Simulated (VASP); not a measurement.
Zr3SiO8, 12 atoms in the cell. The structure is tetragonal, space group P-4m2 (No. 115). The conventional cell has a = 3.636 Å, b = 3.636 Å, c = 10.470 Å, α = 90.00°, β = 90.00°, γ = 90.00°. Zr (site symmetry -4m2) has 8 O at 2.11 to 2.39 Å within 2.8 Å. Within 2.8 Å of Zr (site symmetry 2mm) lie 8 O at 2.11 to 2.39 Å. Si (site symmetry -4m2) has 8 O at 2.11 to 2.39 Å within 2.8 Å. O (site symmetry 2mm) has 2 Si at 2.11 Å and 2 Zr at 2.39 Å and 6 O at 2.62 Å within 2.8 Å. Within 2.8 Å of O (site symmetry 2mm) lie 4 Zr at 2.11 to 2.39 Å and 6 O at 2.62 Å. O (site symmetry 2mm) has 4 Zr at 2.11 to 2.39 Å and 6 O at 2.62 Å within 2.8 Å. O (site symmetry 2mm) has 2 Zr at 2.11 Å and 2 Si at 2.39 Å and 6 O at 2.62 Å within 2.8 Å. 

| Item | Value |
| --- | --- |
| Program | VASP 6.6.1 |
| Task | single point |
| Functional | PBE |
| Potentials or basis | VASP PAW PBE potentials, release 64 (Zr_sv, Si, O) |
| Cutoff | 520 eV |
| k mesh | 6 × 6 × 2 |
| Occupations | gaussian, width 0.1 eV |
| Spin | no spin polarisation |
| Dipole correction | no |
| Further INCAR settings | ALGO = Normal; EDIFF = 1e-06; NBANDS = 56 |

Potentials or basis: VASP PAW PBE potentials, release 64 (Zr_sv, Si, O).

The run is started by

```bash
$ cat potpaw_PBE.64/Zr_sv/POTCAR potpaw_PBE.64/Si/POTCAR potpaw_PBE.64/O/POTCAR > POTCAR
$ mpirun -np 1 vasp_std > vasp.out
```

Hardware: 1 thread of Intel(R) Xeon(R) Platinum 8259CL CPU @ 2.50GHz (Skylake/Cascade Lake), on a shared host.

Question: Estimate the wall time of this run.

Answer: Run time: 2.9 min on 1 thread of Intel(R) Xeon(R) Platinum 8259CL CPU @ 2.50GHz (Skylake/Cascade Lake), on a shared host, peak memory 0.3 GiB. Counts: scf iterations 16, k points 20.
